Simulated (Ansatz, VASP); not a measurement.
## One calculation of Na, two programs

```
CELL_PARAMETERS angstrom
6.14013 0.00000 0.00000
-3.07006 5.31750 0.00000
0.00000 0.00000 3.64143
ATOMIC_POSITIONS crystal
Na 0.00000 0.00000 0.00000
Na 0.33333 0.66667 0.50000
Na 0.66667 0.33333 0.50000
```

Alike in both runs: task single point; functional revPBE; k mesh 7 × 7 × 10; occupations fermi-dirac, width 0.1 eV; no spin polarisation.

|  | VASP | Ansatz |
| --- | --- | --- |
| version | VASP 6.6.1 | Ansatz 0.2.0 |
| potentials or method | VASP PAW PBE potentials, release 64 (Na_pv), cutoff 520 eV | plane waves (420 eV) with PAW, scalar-relativistic |
| valence electrons in the cell | 21 | 27 |

|  | VASP | Ansatz | Ansatz less VASP |
| --- | --- | --- | --- |
| pressure (GPa) | 0.0 | 0.0 | +0.01 |
| traceless stress, the component that is largest in VASP (GPa) | 0.09 | 0.09 | +0.001 |

VASP's potentials were made for PBE, not for revPBE. VASP's potentials hold 21 valence electrons a cell and Ansatz's 27, so a difference there can come from the potentials and not from the codes.
